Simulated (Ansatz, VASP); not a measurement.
## Two plane-wave programs on HgTe

```
Hg Te
1.0
     0.00000    2.94130    2.94130
     2.94130    0.00000    2.94130
     2.94130    2.94130    0.00000
Hg Te
1 1
Direct
  0.00000 0.00000 0.00000
  0.50000 0.50000 0.50000
```

Change from the starting cell: volume scaled by 0.94, PAW files.

Alike in both runs: task single point; functional PBEsol; k mesh 11 × 11 × 11; occupations fermi-dirac, width 0.1 eV; no spin polarisation.

|  | VASP | Ansatz |
| --- | --- | --- |
| version | VASP 6.6.1 | Ansatz 0.2.0 |
| potentials or method | VASP PAW PBE potentials, release 64 (Hg, Te) | PAW with Ansatz's default frozen-core files, scalar-relativistic |
| plane-wave cutoff (eV) | 520 | 420 |
| valence electrons in the cell | 18 | 36 |

VASP gave:

| Quantity | Value |
| --- | --- |
| pressure (GPa) | 4.6 |

Question: Which values does Ansatz return?

Answer: Pressure (GPa): 4.3.

VASP's potentials were made for PBE, not for PBEsol. VASP's potentials hold 18 valence electrons a cell and Ansatz's 36, so a difference there can come from the potentials and not from the codes.

Neither program's run includes spin-orbit coupling.
